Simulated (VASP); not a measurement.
# V (Im-3m) in VASP: notebook

Aim: see how the results for V move with the level of theory and the settings. Levels: PBE+D3(BJ), BLYP+D4, revPBE+D4. Tasks: single point, relaxation of cell and atoms.

Everything below comes from runs of VASP 6.6.1. Logs are shortened: lines on timing, memory, paths and dates and some standing lists are left out, and cuts for length are marked.

**1. The cell of the first run**

It takes space group Im-3m (No. 229, cubic). Conventional cell: a = 2.950 Å, b = 2.950 Å, c = 2.950 Å, α = 90.00°, β = 90.00°, γ = 90.00°. V (site symmetry m-3m) has 14 V at 2.55 to 2.95 Å within 3.4 Å.

**2. Single point, PBE+D3(BJ), collinear spin, ferromagnetic start**

File INCAR:

```
ALGO     = Normal         # electronic algorithm
EDIFF    = 1E-6           # SCF threshold, eV
ENCUT    = 520            # plane-wave cutoff, eV
GGA      = PE             # functional
ISIF     = 2              # what is computed and relaxed
ISMEAR   = -1             # smearing method
ISPIN    = 2              # spin polarisation
IVDW     = 12             # dispersion correction
LASPH    = T              # aspherical terms in the spheres
LCHARG   = T              # write CHGCAR
LELF     = T              # ELF
LMAXMIX  = 4              # l up to which the mixer works
LORBIT   = 11             # projections on sites
LREAL    = F              # projectors in reciprocal space
LVHAR    = T            
LWAVE    = F              # write WAVECAR
MAGMOM   = 2              # initial moments
NBANDS   = 16             # bands
NELM     = 150            # most SCF steps
PREC     = Accurate       # precision mode
SIGMA    = 0.05           # smearing width, eV
```

File KPOINTS:

```
k-points
0
Gamma
  12 12 12
```

File POSCAR:

```
V
1.0
   -1.4748457782      1.4748457782      1.4748457782
    1.4748457782     -1.4748457782      1.4748457782
    1.4748457782      1.4748457782     -1.4748457782
V
1
Direct
    0.0000000000      0.0000000000      0.0000000000
```

Potentials or basis: VASP PAW PBE potentials, release 64 (V_sv).

The run is started by

```
$ cat potpaw_PBE.64/V_sv/POTCAR > POTCAR
$ mpirun -np 1 vasp_std > vasp.out
```

OUTCAR:

```text
EDIFF = 1E-6
   ENCUT = 520
   GGA = PE
   ISIF = 2
   ISMEAR = -1
   ISPIN = 2
   IVDW = 12
   LASPH = T
   LORBIT = 11
   LREAL = F
   NELM = 150
   PREC = Accurate
 IVDW          = 12

 ion  position               nearest neighbor table
   1  0.000  0.000  0.000-

  LATTYP: Found a body centered cubic cell.
 ALAT       =     2.9496915564

  Lattice vectors:

 A1 = (  -1.4748457782,   1.4748457782,   1.4748457782)
 A2 = (   1.4748457782,  -1.4748457782,   1.4748457782)
 A3 = (   1.4748457782,   1.4748457782,  -1.4748457782)

Analysis of symmetry for initial positions (statically):
=====================================================================
 Subroutine PRICEL returns:
 Original cell was already a primitive cell.

 Routine SETGRP: Setting up the symmetry group for a
 body centered cubic supercell.

 Subroutine GETGRP returns: Found 48 space group operations
 (whereof 48 operations were pure point group operations)
 out of a pool of 48 trial point group operations.

The static configuration has the point symmetry O_h .

Analysis of symmetry for dynamics (positions and initial velocities):
=====================================================================
 Subroutine PRICEL returns:
 Original cell was already a primitive cell.

 Routine SETGRP: Setting up the symmetry group for a
 body centered cubic supercell.

 Subroutine GETGRP returns: Found 48 space group operations
 (whereof 48 operations were pure point group operations)
 out of a pool of 48 trial point group operations.

The dynamic configuration has the point symmetry O_h .

Analysis of structural, dynamic, and magnetic symmetry:
=====================================================================
 Subroutine PRICEL returns:
 Original cell was already a primitive cell.

 Routine SETGRP: Setting up the symmetry group for a
 body centered cubic supercell.

 Subroutine GETGRP returns: Found 48 space group operations
 (whereof 48 operations were pure point group operations)
 out of a pool of 48 trial point group operations.

The overall configuration has the point symmetry O_h .

 Subroutine INISYM returns: Found 48 space group operations
 (whereof 48 operations are pure point group operations),
 and found     1 'primitive' translations

----------------------------------------------------------------------------------------

                                     Primitive cell

  volume of cell :      12.8322

  direct lattice vectors                    reciprocal lattice vectors
[... 100 lines left out ...]
   ISMEAR =    -1;   SIGMA  =   0.05  broadening in eV -4-tet -1-fermi 0-gaus
   EFERMI_NEDOS =   21; number of points for ismear=-14 and -15
   IALGO  =     38    algorithm
   IMIX   =      4    mixing-type and parameters
     AMIX     =   0.40;   BMIX     =  1.00
     AMIX_MAG =   1.60;   BMIX_MAG =  1.00
  volume/ion in A,a.u.               =      12.83        86.60
  Fermi-wavevector in a.u.,A,eV,Ry     =   1.644205  3.107097 36.782135  2.703411
  Thomas-Fermi vector in A             =   2.734210
   LORBIT       =     11    0 simple, 1 ext, 2 COOP (PROOUT), +10 PAW based schemes
   GGA     = PE    functional components
   LHFCALC =     F    Hartree Fock is set to
   AEXX    =    0.0000 exact exchange contribution
   IVDW    =    12    specifies the selected vdW correction
   LEPSILON=     F    determine dielectric tensor
   LRPA    =     F    only Hartree local field effects (RPA)
 spin polarized calculation
  energy-cutoff  :      520.00
  volume of cell :       12.83
 maximum number of plane-waves:       370
   NGX =  9   NGY =  9   NGZ =  9

 number of electron      13.0000006 magnetization       0.0001701

 Free energy of the ion-electron system (eV)
  ---------------------------------------------------
  ext. energy  EPLUGINS =         0.00000000
  ---------------------------------------------------
  free energy    TOTEN  =        -8.97508524 eV

  energy without entropy =       -8.95742863  energy(sigma->0) =       -8.96625693

 E-fermi :  10.3220     XC(G=0): -13.1681

 val. band max:       10.3137023686   @ k =   0.3333   0.1667   0.0000
 cond. band min:      10.3446157568   @ k =  -0.3333   0.3333   0.1667
 fundamental gap:      0.0309133881
 Fermi energy:        10.3219906393

 spin component 1

 k-point     1 :       0.0000    0.0000    0.0000
  band No.  band energies     occupation
      1     -53.3285      1.00000
      2     -26.5450      1.00000
      3     -26.5450      1.00000
      4     -26.5450      1.00000
      5       3.6384      1.00000
      6      10.7536      0.00018
[... 435 lines left out ...]
      5       7.4666      1.00000
      6       9.0169      1.00000
[... 8 lines left out ...]
     15      40.6980      0.00000
     16      40.7911      0.00000

 [... further k-points ...]

 spin component 2

 k-point     1 :       0.0000    0.0000    0.0000
  band No.  band energies     occupation
      1     -53.3284      1.00000
      2     -26.5449      1.00000
      3     -26.5449      1.00000
      4     -26.5449      1.00000
      5       3.6385      1.00000
      6      10.7537      0.00018
[... 435 lines left out ...]
      5       7.4667      1.00000
      6       9.0171      1.00000
[... 8 lines left out ...]
     15      40.6981      0.00000
     16      40.7912      0.00000

 [... further k-points ...]

------------------------ aborting loop because EDIFF is reached ----------------------------------------

 Edisp (eV)   -0.71427

 E8    (eV) :    -0.3342

  FORCE on cell =-STRESS in cart. coord.  units (eV):
  Direction    XX          YY          ZZ          XY          YZ          ZX
  --------------------------------------------------------------------------------------
  -------------------------------------------------------------------------------------
  Total       0.02668     0.02668     0.02668     0.00000     0.00000    -0.00000
  in kB       3.33162     3.33162     3.33162     0.00000     0.00000    -0.00000
  external pressure =        3.33 kB  Pullay stress =        0.00 kB

 VOLUME and BASIS-vectors are now :
 -----------------------------------------------------------------------------
  energy-cutoff  :      520.00
  volume of cell :       12.83
      direct lattice vectors                 reciprocal lattice vectors
    -1.474845778  1.474845778  1.474845778     0.000000000  0.339018498  0.339018498
     1.474845778 -1.474845778  1.474845778     0.339018498  0.000000000  0.339018498
     1.474845778  1.474845778 -1.474845778     0.339018498  0.339018498  0.000000000

 POSITION                                       TOTAL-FORCE (eV/Angst)
 -----------------------------------------------------------------------------------
      0.00000      0.00000      0.00000         0.000000     -0.000000      0.000000
 -----------------------------------------------------------------------------------
    total drift:                                0.000000     -0.000000      0.000000

  FREE ENERGIE OF THE ION-ELECTRON SYSTEM (eV)
  ---------------------------------------------------
  free  energy   TOTEN  =        -9.6893521405 eV

  energy  without entropy=       -9.6716955210  energy(sigma->0) =       -9.68052383

 total charge

# of ion       s       p       d       tot
------------------------------------------
    1        2.356   6.236   3.150  11.742

 magnetization (x)

# of ion       s       p       d       tot
------------------------------------------
    1        0.000   0.000   0.000   0.000
```

OSZICAR:

```text
N       E                     dE             d eps       ncg     rms          rms(c)
DAV:   1     0.938326108582E+02    0.93833E+02   -0.64260E+03  4664   0.897E+02
DAV:   2    -0.818779478312E+01   -0.10202E+03   -0.97765E+02  5104   0.273E+02
DAV:   3    -0.968947005419E+01   -0.15017E+01   -0.15000E+01  5256   0.362E+01
DAV:   4    -0.969519624144E+01   -0.57262E-02   -0.57261E-02  5504   0.232E+00
DAV:   5    -0.969524376440E+01   -0.47523E-04   -0.47522E-04  5232   0.197E-01    0.211E+01
DAV:   6    -0.895698401510E+01    0.73826E+00   -0.15170E+00  4728   0.202E+01    0.347E+00
DAV:   7    -0.897045004234E+01   -0.13466E-01   -0.11723E-01  5072   0.335E+00    0.244E+00
DAV:   8    -0.897755960709E+01   -0.71096E-02   -0.63273E-03  4864   0.981E-01    0.935E-01
DAV:   9    -0.897484559050E+01    0.27140E-02   -0.14992E-03  5280   0.463E-01    0.287E-01
DAV:  10    -0.897500835775E+01   -0.16277E-03   -0.75914E-04  5120   0.279E-01    0.583E-02
DAV:  11    -0.897505103266E+01   -0.42675E-04   -0.56744E-05  5088   0.698E-02    0.292E-02
DAV:  12    -0.897507211413E+01   -0.21081E-04   -0.73141E-06  5104   0.214E-02    0.173E-02
DAV:  13    -0.897507677742E+01   -0.46633E-05   -0.61747E-07  3024   0.612E-03    0.133E-02
DAV:  14    -0.897508235390E+01   -0.55765E-05   -0.22425E-06  4240   0.885E-03    0.758E-03
DAV:  15    -0.897508512924E+01   -0.27753E-05   -0.38417E-06  4744   0.114E-02    0.107E-03
DAV:  16    -0.897508524463E+01   -0.11539E-06   -0.94784E-08  2352   0.306E-03
   1 F= -.96893521E+01 E0= -.96805238E+01  d E =-.176566E-01  mag=    -0.0000
```

stdout:

```text
POSCAR found type information on POSCAR V
 POSCAR found :  1 types and       1 ions
 scaLAPACK will be used
 LDA part: xc-table for (Slater+PW92), standard interpolation
 POSCAR, INCAR and KPOINTS ok, starting setup
 FFT: planning ... GRIDC
 FFT: planning ... GRID_SOFT
 FFT: planning ... GRID
 WAVECAR not read
 entering main loop
```

It took 57 s on 1 thread of Intel Xeon 8259CL, shared host; peak memory 0.16 GiB.

What came out:

```yaml
Free_energy: -9.6894 eV
Pressure: 0.3 GPa
Net_moment: 0.00 μB per cell
Valence_electrons_inside_the_program's_atomic_spheres: V 11.74
Dispersion_energy_per_atom: -0.714 eV
```

Caveat: the moments typed at the start vanished in this run.

**3. Single point, BLYP+D4, collinear spin, ferromagnetic start**

This run uses another cell than the first one, of 13.25 Å³/atom.

File INCAR:

```
SYSTEM = V
AGGAC = 1.0
AGGAX = 1.0
ALDAC = 0.0
ALDAX = 1.0
ALGO = Normal
EDIFF = 1E-7
ENCUT = 520
GGA = B5
ISIF = 2
ISMEAR = -1
ISPIN = 2
IVDW = 13
LASPH = .True.
LCHARG = .True.
LELF = .True.
LMAXMIX = 4
LORBIT = 11
LREAL = .False.
LVHAR = .True.
LWAVE = .False.
MAGMOM = 2
NBANDS = 16
NELM = 150
PREC = Accurate
SIGMA = 0.05
VDW_A1 = 0.44488865
VDW_A2 = 4.0933009
VDW_S6 = 1.0
VDW_S8 = 2.34076671
```

File KPOINTS:

```
k-points
0
Gamma
  12 12 12
  0 0 0
```

File POSCAR:

```
V
1.0
   -1.4907258261      1.4907258261      1.4907258261
    1.4907258261     -1.4907258261      1.4907258261
    1.4907258261      1.4907258261     -1.4907258261
V
1
Direct
    0.0000000000      0.0000000000      0.0000000000
```

Potentials or basis: VASP PAW PBE potentials, release 64 (V_sv).

The run is started by

```
$ cat potpaw_PBE.64/V_sv/POTCAR > POTCAR
$ mpirun -np 1 vasp_std > vasp.out
```

Wall time 73 s (1 thread of Intel Xeon 8259CL, shared host); peak memory 0.15 GiB.

It converged, with:

```
Free energy                                           : -8.4608 eV
Pressure                                              : 0.3 GPa
Net moment                                            : 0.00 μB per cell
Valence electrons inside the program's atomic spheres : V 11.74
Dispersion energy per atom                            : -0.631 eV
```

Levels at points of the mesh, in eV from the Fermi level:
Spin up:
```csv
k point,band 3,band 4,band 5,band 6,band 7,band 8,band 9,band 10
"(0.00, 0.00, 0.00)",-36.88,-36.88,-6.44,0.35,0.35,0.35,2.43,2.43
"(0.50, 0.00, 0.00)",-37.17,-36.88,-3.19,-1.20,1.92,2.42,2.79,4.13
"(0.50, 0.50, 0.50)",-37.53,-37.53,-3.04,-3.04,3.73,3.73,3.73,10.50
```
Spin down:
```csv
k point,band 4,band 5,band 6,band 7,band 8,band 9
"(0.00, 0.00, 0.00)",-36.88,-6.44,0.35,0.35,0.35,2.43
"(0.50, 0.00, 0.00)",-36.88,-3.19,-1.20,1.92,2.42,2.79
"(0.50, 0.50, 0.50)",-37.53,-3.04,-3.04,3.73,3.73,3.73
```

Caveat: the moments typed at the start vanished in this run; the PAW data sets were made with another functional, which shifts forces and pressure a little.

[end of part 1 of 3]
